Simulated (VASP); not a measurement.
# CoSn in VASP: a series of runs

CoSn is run at these levels: PBE; tasks: single point, relaxation of cell and atoms.

Everything below comes from runs of VASP 6.6.1. Logs are shortened: lines on timing, memory, paths and dates and some standing lists are left out, and cuts for length are marked.

## Step 1: The cell of the first run

The structure is cubic, space group Pm-3m (No. 221). Conventional cell: a = 3.145 Å, b = 3.145 Å, c = 3.145 Å, α = 90.00°, β = 90.00°, γ = 90.00°. Co (site symmetry m-3m) has 8 Sn at 2.72 Å and 6 Co at 3.15 Å within 3.6 Å. Within 3.6 Å of Sn (site symmetry m-3m) lie 8 Co at 2.72 Å and 6 Sn at 3.15 Å.

## Step 2: Single point, PBE

Input file INCAR:

```
SYSTEM = CoSn
PREC = Accurate ; ENCUT = 520
EDIFF = 1E-6 ; ISMEAR = 0
SIGMA = 0.1 ; LREAL = .FALSE.
LASPH = .TRUE. ; NELM = 60
ALGO = Fast ; ISIF = 2
LWAVE = .FALSE. ; LCHARG = .TRUE.
GGA = PE ; LELF = .TRUE.
LVHAR = .TRUE. ; NBANDS = 18
```

Input file KPOINTS:

```
Automatic mesh
0
G
  6 6 6
  0 0 0
```

Input file POSCAR:

```
CoSn
1.0
    3.1451300330      0.0000000000      0.0000000000
    0.0000000000      3.1451300330      0.0000000000
    0.0000000000      0.0000000000      3.1451300330
Co Sn
1 1
Direct
    0.0000000000      0.0000000000      0.0000000000
    0.5000000000      0.5000000000      0.5000000000
```

Potentials or basis: VASP PAW PBE potentials, release 64 (Co, Sn_d).

On the command line:

```sh
$ cat potpaw_PBE.64/Co/POTCAR potpaw_PBE.64/Sn_d/POTCAR > POTCAR
$ mpirun -np 1 vasp_std > vasp.out
```

OUTCAR:

```text
SYSTEM = CoSn
   PREC = Accurate
   ENCUT = 520
   EDIFF = 1E-6
   ISMEAR = 0
   LREAL = .FALSE.
   LASPH = .TRUE.
   NELM = 60
   ISIF = 2
   GGA = PE

 ion  position               nearest neighbor table
   1  0.000  0.000  0.000-   2 2.72   2 2.72   2 2.72   2 2.72   2 2.72   2 2.72   2 2.72   2 2.72

   2  0.500  0.500  0.500-   1 2.72   1 2.72   1 2.72   1 2.72   1 2.72   1 2.72   1 2.72   1 2.72

  LATTYP: Found a simple cubic cell.
 ALAT       =     3.1451300330

  Lattice vectors:

 A1 = (   3.1451300330,   0.0000000000,   0.0000000000)
 A2 = (   0.0000000000,   3.1451300330,   0.0000000000)
 A3 = (   0.0000000000,   0.0000000000,   3.1451300330)

Analysis of symmetry for initial positions (statically):
=====================================================================
 Subroutine PRICEL returns:
 Original cell was already a primitive cell.

 Routine SETGRP: Setting up the symmetry group for a
 simple cubic supercell.

 Subroutine GETGRP returns: Found 48 space group operations
 (whereof 48 operations were pure point group operations)
 out of a pool of 48 trial point group operations.

The static configuration has the point symmetry O_h .

Analysis of symmetry for dynamics (positions and initial velocities):
=====================================================================
 Subroutine PRICEL returns:
 Original cell was already a primitive cell.

 Routine SETGRP: Setting up the symmetry group for a
 simple cubic supercell.

 Subroutine GETGRP returns: Found 48 space group operations
 (whereof 48 operations were pure point group operations)
 out of a pool of 48 trial point group operations.

The dynamic configuration has the point symmetry O_h .

 Subroutine INISYM returns: Found 48 space group operations
 (whereof 48 operations are pure point group operations),
 and found     1 'primitive' translations

----------------------------------------------------------------------------------------

                                     Primitive cell

  volume of cell :      31.1111

  direct lattice vectors                    reciprocal lattice vectors
     3.145130033  0.000000000  0.000000000     0.317951878  0.000000000  0.000000000
     0.000000000  3.145130033  0.000000000     0.000000000  0.317951878  0.000000000
     0.000000000  0.000000000  3.145130033     0.000000000  0.000000000  0.317951878

  length of vectors
     3.145130033  3.145130033  3.145130033     0.317951878  0.317951878  0.317951878

  position of ions in fractional coordinates (direct lattice)
     0.000000000  0.000000000  0.000000000
     0.500000000  0.500000000  0.500000000

  ion indices of the primitive-cell ions
   primitive index   ion index
                 1           1
                 2           2

----------------------------------------------------------------------------------------

 KPOINTS: Automatic mesh

Automatic generation of k-mesh.
 Grid dimensions read from file:
 generate k-points for:    6    6    6

 Generating k-lattice:

  Cartesian coordinates                     Fractional coordinates (reciprocal lattice)
     0.052991980  0.000000000  0.000000000     0.166666667  0.000000000  0.000000000
     0.000000000  0.052991980  0.000000000     0.000000000  0.166666667  0.000000000
     0.000000000  0.000000000  0.052991980     0.000000000  0.000000000  0.166666667

  Length of vectors
     0.052991980  0.052991980  0.052991980

  Shift w.r.t. Gamma in fractional coordinates (k-lattice)
     0.000000000  0.000000000  0.000000000

 Subroutine IBZKPT returns following result:
 ===========================================

 Found     20 irreducible k-points:

 Following reciprocal coordinates:
            Coordinates               Weight
  0.000000  0.000000  0.000000      1.000000
  0.166667  0.000000  0.000000      6.000000
  0.333333  0.000000  0.000000      6.000000
  0.500000  0.000000  0.000000      3.000000
  0.166667  0.166667  0.000000     12.000000
  0.333333  0.166667  0.000000     24.000000
[... 12 lines left out ...]
  0.500000  0.500000  0.333333      6.000000
  0.500000  0.500000  0.500000      1.000000
   k-points           NKPTS =     20   k-points in BZ     NKDIM =     20   number of bands    NBANDS=     18
   number of dos      NEDOS =    301   number of ions     NIONS =      2
   total plane-waves  NPLWV =  13824
   dimension x,y,z NGX =    24 NGY =   24 NGZ =   24
   dimension x,y,z NGXF=    48 NGYF=   48 NGZF=   48
   ions per type =               1   1
   NGX,Y,Z   is equivalent  to a cutoff of  12.69, 12.69, 12.69 a.u.
   NGXF,Y,Z  is equivalent  to a cutoff of  25.37, 25.37, 25.37 a.u.
 SYSTEM =  CoSn
   PREC   = accura    normal or accurate (medium, high low for compatibility)
   ISTART =      0    job   : 0-new  1-cont  2-samecut
   ICHARG =      2    charge: 1-file 2-atom 10-const
   ISPIN  =      1    spin polarized calculation?
   LNONCOLLINEAR =      F non collinear calculations
   LSORBIT =      F    spin-orbit coupling
   LASPH  =      T    aspherical Exc in radial PAW
   ENCUT  =  520.0 eV  38.22 Ry    6.18 a.u.   5.85  5.85  5.85*2*pi/ulx,y,z
   NELM   =     60;   NELMIN=  2; NELMDL= -5     # of ELM steps
   EDIFF  = 0.1E-05   stopping-criterion for ELM
   LREAL  =      F    real-space projection
   EDIFFG = 0.1E-04   stopping-criterion for IOM
   NSW    =      0    number of steps for IOM
   IBRION =     -1    ionic relax: 0-MD 1-quasi-New 2-CG
   NFREE  =      0    steps in history (QN), initial steepest desc. (CG)
   ISIF   =      2    stress and relaxation
   ISYM   =      2    0-nonsym 1-usesym 2-fastsym
   POTIM  = 0.5000    time-step for ionic-motion
   TEBEG  =    0.0;   TEEND  =   0.0 temperature during run
   PSTRESS=    0.0 pullay stress
   NELECT =      23.0000    total number of electrons
   NUPDOWN=      -1.0000    fix difference up-down
   EMIN   =  10.00;   EMAX   =-10.00  energy-range for DOS
   EFERMI =   0.00;   METHOD = LEGACY
   ISMEAR =     0;   SIGMA  =   0.10  broadening in eV -4-tet -1-fermi 0-gaus
   EFERMI_NEDOS =   21; number of points for ismear=-14 and -15
   IALGO  =     68    algorithm
   IMIX   =      4    mixing-type and parameters
     AMIX     =   0.40;   BMIX     =  1.00
     AMIX_MAG =   1.60;   BMIX_MAG =  1.00
  volume/ion in A,a.u.               =      15.56       104.97
  Fermi-wavevector in a.u.,A,eV,Ry     =   1.480286  2.797334 29.813703  2.191245
  Thomas-Fermi vector in A             =   2.594339
   LORBIT       =      0    0 simple, 1 ext, 2 COOP (PROOUT), +10 PAW based schemes
   GGA     = PE    functional components
   LHFCALC =     F    Hartree Fock is set to
   AEXX    =    0.0000 exact exchange contribution
   IVDW    =     0    specifies the selected vdW correction
   LEPSILON=     F    determine dielectric tensor
   LRPA    =     F    only Hartree local field effects (RPA)
 non-spin polarized calculation
 RMM-DIIS sequential band-by-band and
 Gauss-broadening in eV      SIGMA  =   0.10
  energy-cutoff  :      520.00
  volume of cell :       31.11
 maximum number of plane-waves:       848
 NGX is ok and might be reduce to    24
   NGX = 11   NGY = 11   NGZ = 11

 number of electron      22.9999983 magnetization

 Free energy of the ion-electron system (eV)
  ---------------------------------------------------
  ext. energy  EPLUGINS =         0.00000000
  ---------------------------------------------------
  free energy    TOTEN  =       -10.54195950 eV

  energy without entropy =      -10.53077176  energy(sigma->0) =      -10.53636563

 E-fermi :  11.4501     XC(G=0): -12.3887

 val. band max:       11.4009544370   @ k =   0.3333   0.3333   0.0000
 cond. band min:      11.5183784139   @ k =   0.5000   0.3333   0.3333
 fundamental gap:      0.1174239769
 Fermi energy:        11.4500561278

 k-point     1 :       0.0000    0.0000    0.0000
  band No.  band energies     occupation
      1     -10.4488      2.00000
      2     -10.4488      2.00000
      3     -10.1480      2.00000
      4     -10.1480      2.00000
      5     -10.1480      2.00000
      6      -0.8698      2.00000
[... 10 lines left out ...]
     17      20.0082      0.00000
     18      28.3070      0.00000

 k-point     2 :       0.1667    0.0000    0.0000
  band No.  band energies     occupation
      1     -10.4433      2.00000
      2     -10.3833      2.00000
      3     -10.1696      2.00000
      4     -10.1696      2.00000
      5     -10.1450      2.00000
      6      -0.4254      2.00000
[... 10 lines left out ...]
     17      23.2318      0.00000
     18      26.4450      0.00000

 k-point     3 :       0.3333    0.0000    0.0000
  band No.  band energies     occupation
      1     -10.4321      2.00000
      2     -10.2522      2.00000
      3     -10.2125      2.00000
      4     -10.2125      2.00000
      5     -10.1390      2.00000
      6       0.8780      2.00000
[... 10 lines left out ...]
     17      23.5390      0.00000
     18      23.5510      0.00000

 k-point     4 :       0.5000    0.0000    0.0000
  band No.  band energies     occupation
      1     -10.4266      2.00000
      2     -10.2338      2.00000
      3     -10.2338      2.00000
      4     -10.1864      2.00000
      5     -10.1360      2.00000
      6       2.3391      2.00000
[... 10 lines left out ...]
     17      21.0297      0.00000
     18      21.6129      0.00000

 k-point     5 :       0.1667    0.1667    0.0000
  band No.  band energies     occupation
      1     -10.4091      2.00000
      2     -10.3461      2.00000
      3     -10.1947      2.00000
      4     -10.1689      2.00000
      5     -10.1656      2.00000
      6       0.0128      2.00000
[... 10 lines left out ...]
     17      23.1368      0.00000
     18      23.8327      0.00000

 k-point     6 :       0.3333    0.1667    0.0000
  band No.  band energies     occupation
      1     -10.3890      2.00000
      2     -10.2444      2.00000
      3     -10.2229      2.00000
      4     -10.2115      2.00000
      5     -10.1625      2.00000
      6       1.2909      2.00000
[... 10 lines left out ...]
     17      23.8204      0.00000
     18      23.8293      0.00000

 k-point     7 :       0.5000    0.1667    0.0000
  band No.  band energies     occupation
      1     -10.3828      2.00000
      2     -10.2690      2.00000
      3     -10.2334      2.00000
      4     -10.1603      2.00000
      5     -10.1573      2.00000
      6       2.6821      2.00000
[... 10 lines left out ...]
     17      21.5219      0.00000
     18      22.6442      0.00000

 k-point     8 :       0.3333    0.3333    0.0000
  band No.  band energies     occupation
      1     -10.3378      2.00000
      2     -10.3068      2.00000
      3     -10.2110      2.00000
      4     -10.2077      2.00000
      5     -10.1289      2.00000
      6       2.4749      2.00000
[... 10 lines left out ...]
     17      23.5554      0.00000
     18      23.8272      0.00000
[... 145 lines left out ...]
     17      21.6933      0.00000
     18      23.4732      0.00000

 k-point    16 :       0.5000    0.5000    0.1667
  band No.  band energies     occupation
      1     -10.3647      2.00000
      2     -10.2601      2.00000
      3     -10.2601      2.00000
      4     -10.2320      2.00000
      5     -10.0124      2.00000
      6       4.9627      2.00000
[... 10 lines left out ...]
     17      20.0870      0.00000
     18      21.5960      0.00000

 k-point    17 :       0.3333    0.3333    0.3333
  band No.  band energies     occupation
      1     -10.3004      2.00000
      2     -10.2901      2.00000
      3     -10.2901      2.00000
      4     -10.1218      2.00000
      5     -10.1218      2.00000
      6       3.9524      2.00000
[... 10 lines left out ...]
     17      17.6674      0.00000
     18      22.3934      0.00000

 k-point    18 :       0.5000    0.3333    0.3333
  band No.  band energies     occupation
      1     -10.3261      2.00000
      2     -10.3160      2.00000
      3     -10.2890      2.00000
      4     -10.1195      2.00000
      5     -10.0491      2.00000
      6       5.0452      2.00000
[... 10 lines left out ...]
     17      18.6650      0.00000
     18      20.3941      0.00000

 k-point    19 :       0.5000    0.5000    0.3333
  band No.  band energies     occupation
      1     -10.3501      2.00000
      2     -10.3154      2.00000
      3     -10.3154      2.00000
      4     -10.0833      2.00000
      5     -10.0095      2.00000
      6       6.1048      2.00000
[... 10 lines left out ...]
     17      16.8376      0.00000
     18      18.1767      0.00000

 k-point    20 :       0.5000    0.5000    0.5000
  band No.  band energies     occupation
      1     -10.3427      2.00000
      2     -10.3427      2.00000
      3     -10.3427      2.00000
      4     -10.0081      2.00000
      5     -10.0081      2.00000
      6       7.4107      2.00000
[... 10 lines left out ...]
     17      14.2969      0.00000
     18      16.2519      0.00000

------------------------ aborting loop because EDIFF is reached ----------------------------------------

  FORCE on cell =-STRESS in cart. coord.  units (eV):
  Direction    XX          YY          ZZ          XY          YZ          ZX
  --------------------------------------------------------------------------------------
  -------------------------------------------------------------------------------------
  Total       -0.0651500     -0.0651500     -0.0651500      0.0000000      0.0000000     -0.0000000
  in kB       -3.3551299     -3.3551299     -3.3551299      0.0000000      0.0000000     -0.0000000
  external PRESSURE =      -3.3551299 kB  Pullay stress =       0.0000000 kB

 VOLUME and BASIS-vectors are now :
 -----------------------------------------------------------------------------
  energy-cutoff  :      520.00
  volume of cell :       31.11
      direct lattice vectors                 reciprocal lattice vectors
     3.145130033  0.000000000  0.000000000     0.317951878  0.000000000  0.000000000
     0.000000000  3.145130033  0.000000000     0.000000000  0.317951878  0.000000000
     0.000000000  0.000000000  3.145130033     0.000000000  0.000000000  0.317951878

 POSITION                                       TOTAL-FORCE (eV/Angst)
 -----------------------------------------------------------------------------------
      0.00000      0.00000      0.00000         0.000000      0.000000      0.000000
      1.57257      1.57257      1.57257         0.000000      0.000000      0.000000
 -----------------------------------------------------------------------------------
    total drift:                                0.000000      0.000000     -0.000000

  FREE ENERGIE OF THE ION-ELECTRON SYSTEM (eV)
  ---------------------------------------------------
  free  energy   TOTEN  =       -10.5419595034 eV

  energy  without entropy=      -10.5307717636  energy(sigma->0) =      -10.53636563
```

Run time: 5 s. Hardware: 1 thread of Intel Xeon 6975P-C (Granite Rapids), shared host; peak memory 0.13 GiB.

Results:

```
Free energy : -10.5420 eV
Pressure    : -0.3 GPa
```

Caveat: spin-orbit coupling is left out, which moves the levels of the heavy elements. Spin polarisation is off, so any magnetic state and its effect on volume and gap are missing.

(Continued in part 2 of 3.)
